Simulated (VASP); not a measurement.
# CuO (Cccm) in VASP: relaxation of cell and atoms with PBEsol

Aim: the relaxation of cell and atoms of CuO with PBEsol.

All numbers are computed with VASP 6.6.1; they aren't measurements. Logs are shortened: lines on timing, memory, paths and dates and some standing lists are left out, and cuts for length are marked.

## Step 1: The cell of the first run

Symmetry: Cccm, No. 66, orthorhombic system. The conventional cell has a = 4.164 Å, b = 4.176 Å, c = 5.151 Å, α = 90.00°, β = 90.00°, γ = 90.00°. Within 2.6 Å of Cu (site symmetry 2/m) lie 4 O at 1.96 Å. Within 2.6 Å of O (site symmetry 222) lie 4 Cu at 1.96 Å and 2 O at 2.58 Å.

## Step 2: Relaxation of cell and atoms, PBEsol

Contents of INCAR:

```
PREC     = Accurate       # precision mode
ENCUT    = 600            # plane-wave cutoff, eV
EDIFF    = 1E-6           # SCF threshold, eV
ISMEAR   = 0              # smearing method
SIGMA    = 0.1            # smearing width, eV
LREAL    = False          # projectors in reciprocal space
LASPH    = True           # aspherical terms in the spheres
NELM     = 100            # most SCF steps
ALGO     = Normal         # electronic algorithm
ISIF     = 3              # what is computed and relaxed
LWAVE    = False          # write WAVECAR
LCHARG   = False          # write CHGCAR
GGA      = PS             # functional
IBRION   = 2              # ionic algorithm
NSW      = 70             # ionic steps
EDIFFG   = -0.005         # ionic threshold
```

Contents of KPOINTS:

```
regular mesh
0
Gamma
  14 14 8
```

Contents of POSCAR:

```
CuO
1.0
    2.0821496890     -2.0879424390      0.0000000000
    2.0821496890      2.0879424390      0.0000000000
    0.0000000000      0.0000000000      5.1512621043
Cu O
2 2
Direct
    0.0000000000      0.5000000000      0.0000000000
    0.5000000000      0.0000000000      0.5000000000
    0.5000000000      0.5000000000      0.2500000000
    0.5000000000      0.5000000000      0.7500000000
```

Potentials or basis: VASP PAW PBE potentials, release 64 (Cu, O).

Started as:

```bash
$ cat potpaw_PBE.64/Cu/POTCAR potpaw_PBE.64/O/POTCAR > POTCAR
$ mpirun -np 1 vasp_std > vasp.out
```

OUTCAR:

```text
PREC = Accurate
   ENCUT = 600
   EDIFF = 1E-6
   ISMEAR = 0
   LREAL = False
   LASPH = True
   NELM = 100
   ISIF = 3
   GGA = PS
   IBRION = 2
   NSW = 70
   EDIFFG = -0.005

 ion  position               nearest neighbor table
   1  0.000  0.500  0.000-   3 1.96   4 1.96   3 1.96   4 1.96
   2  0.500  0.000  0.500-   3 1.96   4 1.96   3 1.96   4 1.96
   3  0.500  0.500  0.250-   1 1.96   2 1.96   2 1.96   1 1.96
   4  0.500  0.500  0.750-   1 1.96   2 1.96   2 1.96   1 1.96

  LATTYP: Found a base centered orthorhombic cell.
 ALAT       =     4.1642993780
 B/A-ratio  =     1.0027821006
 C/A-ratio  =     1.2370057089

  Lattice vectors:

 A1 = (   2.0821496890,  -2.0879424390,   0.0000000000)
 A2 = (   2.0821496890,   2.0879424390,   0.0000000000)
 A3 = (   0.0000000000,   0.0000000000,   5.1512621043)

Analysis of symmetry for initial positions (statically):
=====================================================================
 Subroutine PRICEL returns:
 Original cell was already a primitive cell.

 Routine SETGRP: Setting up the symmetry group for a
 base centered orthorhombic supercell.

 Subroutine GETGRP returns: Found  8 space group operations
 (whereof  4 operations were pure point group operations)
 out of a pool of  8 trial point group operations.

The static configuration has the point symmetry C_2h.
 The point group associated with its full space group is D_2h.

Analysis of symmetry for dynamics (positions and initial velocities):
=====================================================================
 Subroutine PRICEL returns:
 Original cell was already a primitive cell.

 Routine SETGRP: Setting up the symmetry group for a
 base centered orthorhombic supercell.

 Subroutine GETGRP returns: Found  8 space group operations
 (whereof  4 operations were pure point group operations)
 out of a pool of  8 trial point group operations.

The dynamic configuration has the point symmetry C_2h.
 The point group associated with its full space group is D_2h.

 Subroutine INISYM returns: Found  8 space group operations
 (whereof  4 operations are pure point group operations),
 and found     1 'primitive' translations

[... 110 lines left out ...]
   NUPDOWN=      -1.0000    fix difference up-down
   EMIN   =  10.00;   EMAX   =-10.00  energy-range for DOS
   EFERMI =   0.00;   METHOD = LEGACY
   ISMEAR =     0;   SIGMA  =   0.10  broadening in eV -4-tet -1-fermi 0-gaus
   EFERMI_NEDOS =   21; number of points for ismear=-14 and -15
   IALGO  =     38    algorithm
   IMIX   =      4    mixing-type and parameters
     AMIX     =   0.40;   BMIX     =  1.00
     AMIX_MAG =   1.60;   BMIX_MAG =  1.00
  volume/ion in A,a.u.               =      11.20        75.56
  Fermi-wavevector in a.u.,A,eV,Ry     =   1.493401  2.822119 30.344346  2.230246
  Thomas-Fermi vector in A             =   2.605806
   LORBIT       =      0    0 simple, 1 ext, 2 COOP (PROOUT), +10 PAW based schemes
   GGA     = PS    functional components
   LHFCALC =     F    Hartree Fock is set to
   AEXX    =    0.0000 exact exchange contribution
   IVDW    =     0    specifies the selected vdW correction
   LEPSILON=     F    determine dielectric tensor
   LRPA    =     F    only Hartree local field effects (RPA)
 conjugate gradient relaxation of ions
 non-spin polarized calculation
 Gauss-broadening in eV      SIGMA  =   0.10
  energy-cutoff  :      600.00
  volume of cell :       44.79
 maximum number of plane-waves:      1536
   NGX = 11   NGY = 11   NGZ = 21

--------------------------------------- Ionic step        1  -------------------------------------------

 number of electron      34.0000004 magnetization

 Free energy of the ion-electron system (eV)
  ---------------------------------------------------
  ext. energy  EPLUGINS =         0.00000000
  ---------------------------------------------------
  free energy    TOTEN  =       -21.44848343 eV

  energy without entropy =      -21.43565542  energy(sigma->0) =      -21.44206942

------------------------ aborting loop because EDIFF is reached ----------------------------------------

  FORCE on cell =-STRESS in cart. coord.  units (eV):
  Direction    XX          YY          ZZ          XY          YZ          ZX
  --------------------------------------------------------------------------------------
  -------------------------------------------------------------------------------------
  Total       -1.7220371     -1.7377243     -2.1626668      0.0000000      0.0000000      0.0000000
  in kB      -61.5997537    -62.1609070    -77.3617140      0.0000000      0.0000000      0.0000000
  external PRESSURE =     -67.0407916 kB  Pullay stress =       0.0000000 kB
[... 95 lines left out ...]
  FREE ENERGIE OF THE ION-ELECTRON SYSTEM (eV)
  ---------------------------------------------------
  free  energy   TOTEN  =       -21.4894159792 eV

  energy  without entropy=      -21.4767334224  energy(sigma->0) =      -21.48307470

[... ionic steps 4 to 10 ...]

--------------------------------------- Ionic step       11  -------------------------------------------

 number of electron      33.9999976 magnetization

------------------------ aborting loop because EDIFF is reached ----------------------------------------
[... 71 lines left out ...]
--------------------------------------- Ionic step       13  -------------------------------------------

 number of electron      33.9999976 magnetization

 Free energy of the ion-electron system (eV)
  ---------------------------------------------------
  ext. energy  EPLUGINS =         0.00000000
  ---------------------------------------------------
  free energy    TOTEN  =       -21.49119168 eV

  energy without entropy =      -21.47840513  energy(sigma->0) =      -21.48479841

 E-fermi :   5.1868     XC(G=0): -11.7905

 val. band max:        5.1835280454   @ k =   0.4286   0.2857   0.3750
 cond. band min:       5.1875899808   @ k =   0.3571   0.0000   0.1250
 fundamental gap:      0.0040619353
 Fermi energy:         5.1868216216

 k-point     1 :       0.0000    0.0000    0.0000
  band No.  band energies     occupation
      1     -14.8711      2.00000
      2     -13.4523      2.00000
      3      -3.3454      2.00000
      4      -0.5157      2.00000
      5      -0.5108      2.00000
      6       1.2313      2.00000
[... 565 lines left out ...]
     20      10.6382      0.00000
     21      14.0659      0.00000

 [... further k-points ...]
[... 5 lines left out ...]
  --------------------------------------------------------------------------------------
  -------------------------------------------------------------------------------------
  Total        0.0143104      0.0067592      0.0079692      0.0000000      0.0000000      0.0000000
  in kB        0.5359890      0.2531633      0.2984821      0.0000000      0.0000000      0.0000000
  external PRESSURE =       0.3625448 kB  Pullay stress =       0.0000000 kB
[... 19 lines left out ...]
  FREE ENERGIE OF THE ION-ELECTRON SYSTEM (eV)
  ---------------------------------------------------
  free  energy   TOTEN  =       -21.4911916846 eV

  energy  without entropy=      -21.4784051258  energy(sigma->0) =      -21.48479841

 reached required accuracy - stopping structural energy minimisation
```

CONTCAR:

```text
CuO
   1.00000000000000
     2.0449084120562935   -2.0496885090533707    0.0000000000000000
     2.0449084120562935    2.0496885090533707    0.0000000000000000
     0.0000000000000000    0.0000000000000000    5.1028694275249054
  Cu              O
     2     2
Direct
     0.0000000000000000    0.5000000000000000    0.0000000000000000
     0.5000000000000000    0.0000000000000000    0.5000000000000000
     0.5000000000000000    0.5000000000000000    0.2500000000000000
     0.5000000000000000    0.5000000000000000    0.7500000000000000

  0.00000000E+00  0.00000000E+00  0.00000000E+00
  0.00000000E+00  0.00000000E+00  0.00000000E+00
  0.00000000E+00  0.00000000E+00  0.00000000E+00
  0.00000000E+00  0.00000000E+00  0.00000000E+00
```

Wall time 38 min (1 thread of Intel Xeon Platinum 8375C at 2.90GHz (Ice Lake), shared host); peak memory 0.4 GiB.

What came out:

* Free energy: -21.4912 eV
* Relaxed volume: 10.69 Å³/atom
* Relaxed cell: a = 2.895 Å, b = 2.895 Å, c = 5.103 Å, α = 90.00°, β = 90.00°, γ = 90.13°
* Space group after relaxing (to 0.05 Å): P4_2/mmc (No. 131)
* Energy gained by relaxing: 10.7 meV/atom
* Ionic steps: 13
* Pressure after relaxing: 0.0 GPa
* Band gap on the k mesh: zero (band 17 reaches 5.87 eV, above the bottom of band 18 at 4.67 eV)

The path:
```csv
step,energy change (eV),largest force (eV/Å),pressure (GPa),volume (Å³)
1,0.0000,0.0000,-6.70,44.79
2,-0.0237,0.0000,4.82,41.82
3,-0.0409,0.0000,-0.16,42.94
4,-0.0409,0.0000,0.00,42.91
5,-0.0421,0.0000,0.21,42.84
6,-0.0427,0.0000,0.27,42.76
7,-0.0427,0.0000,0.12,42.75
8,-0.0427,0.0000,0.14,42.73
9,-0.0427,0.0000,0.14,42.74
10,-0.0427,0.0000,-0.12,42.81
11,-0.0427,0.0000,-0.10,42.79
12,-0.0427,0.0000,0.11,42.77
13,-0.0427,0.0000,0.04,42.78
```

Final structure:
```cif
data_structure
_symmetry_space_group_name_H-M 'P 1'
_symmetry_Int_Tables_number 1
_cell_length_a 2.8953
_cell_length_b 2.8953
_cell_length_c 5.1029
_cell_angle_alpha 90.000
_cell_angle_beta 90.000
_cell_angle_gamma 90.134
_cell_volume 42.78
loop_
_atom_site_label
_atom_site_type_symbol
_atom_site_fract_x
_atom_site_fract_y
_atom_site_fract_z
_atom_site_occupancy
Cu1 Cu 0.00000 0.50000 0.00000 1
Cu2 Cu 0.50000 0.00000 0.50000 1
O1 O 0.50000 0.50000 0.25000 1
O2 O 0.50000 0.50000 0.75000 1
```

Levels at points of the mesh, in eV from the Fermi level:
```
           k point  band 14  band 15  band 16  band 17  band 18  band 19  band 20  band 21
(0.00, 0.00, 0.00)    -2.49    -2.39    -2.01     0.68     0.69     1.44     6.01     7.39
(0.50, 0.00, 0.00)    -1.98    -1.64    -1.57     0.22     0.46     3.50     5.94     6.53
(0.50, 0.50, 0.00)    -2.44    -1.66    -1.24    -1.24     1.16     1.90     7.13     9.92
(0.00, 0.00, 0.50)    -2.39    -1.62    -1.62     0.08     0.08     3.51     3.51    11.67
(0.50, 0.00, 0.50)    -2.46    -2.11    -1.90    -0.15     0.69     4.19     5.94     8.22
(0.50, 0.50, 0.50)    -2.02    -1.47    -1.47    -0.52    -0.52     3.83     3.83    10.79
```

Caveat: the PAW data sets were made with another functional, which shifts forces and pressure a little; semilocal functionals often make such compounds metallic where correlation or magnetic order opens a gap, which also shifts bond lengths. With open d or f shells a metallic result of PBEsol can be an artefact of self-interaction; +U or a hybrid may open a gap.
